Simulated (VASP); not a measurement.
# YTl in VASP: further runs

Runs on YTl. Level: LDA. Tasks: single point.

All numbers are computed with VASP 6.6.1; they aren't measurements. Logs are shortened: lines on timing, memory, paths and dates and some standing lists are left out, and cuts for length are marked.

### 1 The cell of the first run

Symmetry: Pm-3m, No. 221, cubic system. The conventional cell has a = 3.751 Å, b = 3.751 Å, c = 3.751 Å, α = 90.00°, β = 90.00°, γ = 90.00°. Y (site symmetry m-3m) has 8 Tl at 3.25 Å and 6 Y at 3.75 Å within 4.3 Å. Within 4.3 Å of Tl (site symmetry m-3m) lie 8 Y at 3.25 Å and 6 Tl at 3.75 Å.

### 2 Single point, LDA

Contents of INCAR:

```
ALGO = Normal
EDIFF = 1E-6
ENCUT = 520
ISIF = 2
ISMEAR = -1
LASPH = T
LCHARG = F
LREAL = F
LWAVE = F
NBANDS = 19
NELM = 80
PREC = Accurate
SIGMA = 0.08
```

Contents of KPOINTS:

```
k-points
0
Gamma
  11 11 11
```

Contents of POSCAR:

```
YTl
1.0
    3.7510000000      0.0000000000      0.0000000000
    0.0000000000      3.7510000000      0.0000000000
    0.0000000000      0.0000000000      3.7510000000
Y Tl
1 1
Direct
    0.5000000000      0.5000000000      0.5000000000
    0.0000000000      0.0000000000      0.0000000000
```

Potentials or basis: VASP PAW LDA potentials, release 64 (Y_sv, Tl_d).

Started as:

```sh
$ cat potpaw_LDA.64/Y_sv/POTCAR potpaw_LDA.64/Tl_d/POTCAR > POTCAR
$ mpirun -np 1 vasp_std > vasp.out
```

OUTCAR:

```text
EDIFF = 1E-6
   ENCUT = 520
   ISIF = 2
   ISMEAR = -1
   LASPH = T
   LREAL = F
   NELM = 80
   PREC = Accurate

 ion  position               nearest neighbor table
   1  0.500  0.500  0.500-   2 3.25   2 3.25   2 3.25   2 3.25   2 3.25   2 3.25   2 3.25   2 3.25

   2  0.000  0.000  0.000-   1 3.25   1 3.25   1 3.25   1 3.25   1 3.25   1 3.25   1 3.25   1 3.25

  LATTYP: Found a simple cubic cell.
 ALAT       =     3.7510000000

  Lattice vectors:

 A1 = (   3.7510000000,   0.0000000000,   0.0000000000)
 A2 = (   0.0000000000,   3.7510000000,   0.0000000000)
 A3 = (   0.0000000000,   0.0000000000,   3.7510000000)

Analysis of symmetry for initial positions (statically):
=====================================================================
 Subroutine PRICEL returns:
 Original cell was already a primitive cell.

 Routine SETGRP: Setting up the symmetry group for a
 simple cubic supercell.

 Subroutine GETGRP returns: Found 48 space group operations
 (whereof 48 operations were pure point group operations)
 out of a pool of 48 trial point group operations.

The static configuration has the point symmetry O_h .

Analysis of symmetry for dynamics (positions and initial velocities):
=====================================================================
 Subroutine PRICEL returns:
 Original cell was already a primitive cell.

 Routine SETGRP: Setting up the symmetry group for a
 simple cubic supercell.

 Subroutine GETGRP returns: Found 48 space group operations
 (whereof 48 operations were pure point group operations)
 out of a pool of 48 trial point group operations.

The dynamic configuration has the point symmetry O_h .

 Subroutine INISYM returns: Found 48 space group operations
 (whereof 48 operations are pure point group operations),
 and found     1 'primitive' translations

----------------------------------------------------------------------------------------

                                     Primitive cell

  volume of cell :      52.7766

  direct lattice vectors                    reciprocal lattice vectors
     3.751000000  0.000000000  0.000000000     0.266595575  0.000000000  0.000000000
     0.000000000  3.751000000  0.000000000     0.000000000  0.266595575  0.000000000
     0.000000000  0.000000000  3.751000000     0.000000000  0.000000000  0.266595575

  length of vectors
     3.751000000  3.751000000  3.751000000     0.266595575  0.266595575  0.266595575

  position of ions in fractional coordinates (direct lattice)
     0.500000000  0.500000000  0.500000000
     0.000000000  0.000000000  0.000000000

  ion indices of the primitive-cell ions
   primitive index   ion index
                 1           1
                 2           2

----------------------------------------------------------------------------------------

 KPOINTS: k-points

Automatic generation of k-mesh.
 Grid dimensions read from file:
 generate k-points for:   11   11   11

 Generating k-lattice:

  Cartesian coordinates                     Fractional coordinates (reciprocal lattice)
     0.024235961  0.000000000  0.000000000     0.090909091  0.000000000  0.000000000
     0.000000000  0.024235961  0.000000000     0.000000000  0.090909091  0.000000000
     0.000000000  0.000000000  0.024235961     0.000000000  0.000000000  0.090909091

  Length of vectors
     0.024235961  0.024235961  0.024235961

  Shift w.r.t. Gamma in fractional coordinates (k-lattice)
     0.000000000  0.000000000  0.000000000

 Subroutine IBZKPT returns following result:
 ===========================================

 Found     56 irreducible k-points:

 Following reciprocal coordinates:
            Coordinates               Weight
  0.000000  0.000000  0.000000      1.000000
  0.090909  0.000000  0.000000      6.000000
  0.181818  0.000000  0.000000      6.000000
  0.272727  0.000000  0.000000      6.000000
  0.363636  0.000000  0.000000      6.000000
  0.454545  0.000000  0.000000      6.000000
[... 16 lines left out ...]
  0.181818  0.090909  0.090909     24.000000
  0.272727  0.090909  0.090909     24.000000
 [... further k-points ...]
   k-points           NKPTS =     56   k-points in BZ     NKDIM =     56   number of bands    NBANDS=     19
   number of dos      NEDOS =    301   number of ions     NIONS =      2
   total plane-waves  NPLWV =  21952
   dimension x,y,z NGX =    28 NGY =   28 NGZ =   28
   dimension x,y,z NGXF=    56 NGYF=   56 NGZF=   56
   ions per type =               1   1
   NGX,Y,Z   is equivalent  to a cutoff of  12.41, 12.41, 12.41 a.u.
   NGXF,Y,Z  is equivalent  to a cutoff of  24.82, 24.82, 24.82 a.u.
 SYSTEM =  unknown system
   PREC   = accura    normal or accurate (medium, high low for compatibility)
   ISTART =      0    job   : 0-new  1-cont  2-samecut
   ICHARG =      2    charge: 1-file 2-atom 10-const
   ISPIN  =      1    spin polarized calculation?
   LNONCOLLINEAR =      F non collinear calculations
   LSORBIT =      F    spin-orbit coupling
   LASPH  =      T    aspherical Exc in radial PAW
   ENCUT  =  520.0 eV  38.22 Ry    6.18 a.u.   6.97  6.97  6.97*2*pi/ulx,y,z
   NELM   =     80;   NELMIN=  2; NELMDL= -5     # of ELM steps
   EDIFF  = 0.1E-05   stopping-criterion for ELM
   LREAL  =      F    real-space projection
   EDIFFG = 0.1E-04   stopping-criterion for IOM
   NSW    =      0    number of steps for IOM
   IBRION =     -1    ionic relax: 0-MD 1-quasi-New 2-CG
   NFREE  =      0    steps in history (QN), initial steepest desc. (CG)
   ISIF   =      2    stress and relaxation
   ISYM   =      2    0-nonsym 1-usesym 2-fastsym
   POTIM  = 0.5000    time-step for ionic-motion
   TEBEG  =    0.0;   TEEND  =   0.0 temperature during run
   PSTRESS=    0.0 pullay stress
   NELECT =      24.0000    total number of electrons
   NUPDOWN=      -1.0000    fix difference up-down
   EMIN   =  10.00;   EMAX   =-10.00  energy-range for DOS
   EFERMI =   0.00;   METHOD = LEGACY
   ISMEAR =    -1;   SIGMA  =   0.08  broadening in eV -4-tet -1-fermi 0-gaus
   EFERMI_NEDOS =   21; number of points for ismear=-14 and -15
   IALGO  =     38    algorithm
   IMIX   =      4    mixing-type and parameters
     AMIX     =   0.40;   BMIX     =  1.00
     AMIX_MAG =   1.60;   BMIX_MAG =  1.00
  volume/ion in A,a.u.               =      26.39       178.08
  Fermi-wavevector in a.u.,A,eV,Ry     =   1.258920  2.379014 21.563600  1.584880
  Thomas-Fermi vector in A             =   2.392506
   LORBIT       =      0    0 simple, 1 ext, 2 COOP (PROOUT), +10 PAW based schemes
   GGA     = CA    functional components
   LHFCALC =     F    Hartree Fock is set to
   AEXX    =    0.0000 exact exchange contribution
   IVDW    =     0    specifies the selected vdW correction
   LEPSILON=     F    determine dielectric tensor
   LRPA    =     F    only Hartree local field effects (RPA)
 non-spin polarized calculation
  energy-cutoff  :      520.00
  volume of cell :       52.78
 maximum number of plane-waves:      1434
 NGX is ok and might be reduce to    28
   NGX = 13   NGY = 13   NGZ = 13

 number of electron      24.0000011 magnetization

 Free energy of the ion-electron system (eV)
  ---------------------------------------------------
  ext. energy  EPLUGINS =         0.00000000
  ---------------------------------------------------
  free energy    TOTEN  =       -10.89189303 eV

  energy without entropy =      -10.86372050  energy(sigma->0) =      -10.87780676

 E-fermi :   5.9211     XC(G=0): -10.7382

 val. band max:        5.9009618239   @ k =   0.4545   0.0000   0.0000
 cond. band min:       5.9742172413   @ k =   0.4545   0.0909   0.0000
 fundamental gap:      0.0732554174
 Fermi energy:         5.9210945525

 k-point     1 :       0.0000    0.0000    0.0000
  band No.  band energies     occupation
      1     -36.8957      2.00000
      2     -16.9357      2.00000
      3     -16.9357      2.00000
      4     -16.9357      2.00000
      5      -5.8065      2.00000
      6      -5.8065      2.00000
[... 11 lines left out ...]
     18       9.3879      0.00000
     19      11.4326      0.00000

 k-point     2 :       0.0909    0.0000    0.0000
  band No.  band energies     occupation
      1     -36.8946      2.00000
      2     -16.9546      2.00000
      3     -16.9345      2.00000
      4     -16.9345      2.00000
      5      -5.8031      2.00000
      6      -5.7839      2.00000
[... 11 lines left out ...]
     18      10.1279      0.00000
     19      12.1356      0.00000

 k-point     3 :       0.1818    0.0000    0.0000
  band No.  band energies     occupation
      1     -36.8917      2.00000
      2     -17.0048      2.00000
      3     -16.9313      2.00000
      4     -16.9313      2.00000
      5      -5.7939      2.00000
      6      -5.7237      2.00000
[... 11 lines left out ...]
     18      11.1099      0.00000
     19      13.1745      0.00000

 k-point     4 :       0.2727    0.0000    0.0000
  band No.  band energies     occupation
      1     -36.8879      2.00000
      2     -17.0696      2.00000
      3     -16.9272      2.00000
      4     -16.9272      2.00000
      5      -5.7817      2.00000
      6      -5.6457      2.00000
[... 11 lines left out ...]
     18      12.1739      0.00000
     19      13.7676      0.00000

 k-point     5 :       0.3636    0.0000    0.0000
  band No.  band energies     occupation
      1     -36.8845      2.00000
      2     -17.1283      2.00000
      3     -16.9233      2.00000
      4     -16.9233      2.00000
      5      -5.7705      2.00000
      6      -5.6091      2.00000
[... 11 lines left out ...]
     18      13.3177      0.00000
     19      13.7429      0.00000
[... 334 lines left out ...]
      2     -17.1214      2.00000
      3     -17.1203      2.00000
      4     -16.8971      2.00000
      5      -5.8093      2.00000
      6      -5.6738      2.00000
[... 11 lines left out ...]
     18      11.6941      0.00000
     19      11.7447      0.00000

 k-point    22 :       0.0909    0.0909    0.0909
  band No.  band energies     occupation
      1     -36.8925      2.00000
      2     -16.9558      2.00000
      3     -16.9498      2.00000
      4     -16.9498      2.00000
      5      -5.7677      2.00000
      6      -5.7677      2.00000
[... 11 lines left out ...]
     18      10.1243      0.00000
     19      13.5653      0.00000

 k-point    23 :       0.1818    0.0909    0.0909
  band No.  band energies     occupation
      1     -36.8896      2.00000
      2     -17.0015      2.00000
      3     -16.9490      2.00000
      4     -16.9465      2.00000
      5      -5.7598      2.00000
      6      -5.7073      2.00000
[... 11 lines left out ...]
     18      11.1171      0.00000
     19      14.6477      0.00000

 k-point    24 :       0.2727    0.0909    0.0909
  band No.  band energies     occupation
      1     -36.8859      2.00000
      2     -17.0649      2.00000
      3     -16.9436      2.00000
      4     -16.9422      2.00000
      5      -5.7494      2.00000
      6      -5.6293      2.00000
[... 11 lines left out ...]
     18      12.1333      0.00000
     19      14.8293      0.00000

 [... further k-points ...]
[... 5 lines left out ...]
  --------------------------------------------------------------------------------------
  -------------------------------------------------------------------------------------
  Total       -0.9649529     -0.9649529     -0.9649529      0.0000000     -0.0000000      0.0000000
  in kB      -29.2937848    -29.2937848    -29.2937848      0.0000000     -0.0000000      0.0000000
  external PRESSURE =     -29.2937848 kB  Pullay stress =       0.0000000 kB

 VOLUME and BASIS-vectors are now :
 -----------------------------------------------------------------------------
  energy-cutoff  :      520.00
  volume of cell :       52.78
      direct lattice vectors                 reciprocal lattice vectors
     3.751000000  0.000000000  0.000000000     0.266595575  0.000000000  0.000000000
     0.000000000  3.751000000  0.000000000     0.000000000  0.266595575  0.000000000
     0.000000000  0.000000000  3.751000000     0.000000000  0.000000000  0.266595575

 POSITION                                       TOTAL-FORCE (eV/Angst)
 -----------------------------------------------------------------------------------
      1.87550      1.87550      1.87550         0.000000      0.000000      0.000000
      0.00000      0.00000      0.00000         0.000000      0.000000      0.000000
 -----------------------------------------------------------------------------------
    total drift:                                0.000000      0.000000      0.000000

  FREE ENERGIE OF THE ION-ELECTRON SYSTEM (eV)
  ---------------------------------------------------
  free  energy   TOTEN  =       -10.8918930309 eV

  energy  without entropy=      -10.8637204970  energy(sigma->0) =      -10.87780676
```

Run time: 66 s. Hardware: 1 thread of AMD EPYC 7R13, shared host; peak memory 0.17 GiB.

What came out:

```yaml
Free_energy: -10.8919 eV
Pressure: -2.9 GPa
Band_gap_on_the_k_mesh: zero (bands 12 and 13 overlap by 2.19 eV)
```

Caveat: spin-orbit coupling is left out, which moves the levels of the heavy elements.

### 3 Single point, LDA (zz strain of -2 %)

Contents of INCAR:

```
SYSTEM = YTl
ALGO = Normal
EDIFF = 1E-6
ENCUT = 520
GGA = CA
ISIF = 2
ISMEAR = -1
LASPH = .True.
LCHARG = .False.
LREAL = .False.
LWAVE = .False.
NBANDS = 19
NELM = 100
PREC = Accurate
SIGMA = 0.08
```

Contents of KPOINTS:

```
k-points
0
Gamma
  11 11 11
  0 0 0
```

Changes to POSCAR since step 2:

```diff
@@ -4,3 +4,3 @@
     0.0000000000      3.7510000000      0.0000000000
-    0.0000000000      0.0000000000      3.7510000000
+    0.0000000000      0.0000000000      3.6759800000
 Y Tl
```

Potentials or basis: VASP PAW LDA potentials, release 64 (Y_sv, Tl_d).

Started as:

```sh
$ cat potpaw_LDA.64/Y_sv/POTCAR potpaw_LDA.64/Tl_d/POTCAR > POTCAR
$ mpirun -np 1 vasp_std > vasp.out
```

Run time: 30 s. Hardware: 1 thread of Intel Xeon 6975P-C (Granite Rapids), shared host; peak memory 0.26 GiB.

It converged, with:

* Free energy: -10.9063 eV
* Pressure: -1.7 GPa
* Band gap on the k mesh: zero (bands 12 and 13 overlap by 2.21 eV)

Stress tensor (GPa, compression positive):
```
-1.84  0.00  0.00
 0.00 -1.84  0.00
 0.00  0.00 -1.50
```

Levels at points of the mesh, in eV from the Fermi level:
| k point | band 9 | band 10 | band 11 | band 12 | band 13 | band 14 | band 15 | band 16 |
| --- | --- | --- | --- | --- | --- | --- | --- | --- |
| (0.00, 0.00, 0.00) | -11.50 | -9.15 | -0.15 | -0.14 | 3.01 | 3.01 | 3.40 | 3.48 |

Caveat: the cell differs from its parent crystal (zz strain of -2 %); spin-orbit coupling is left out, which moves the levels of the heavy elements.
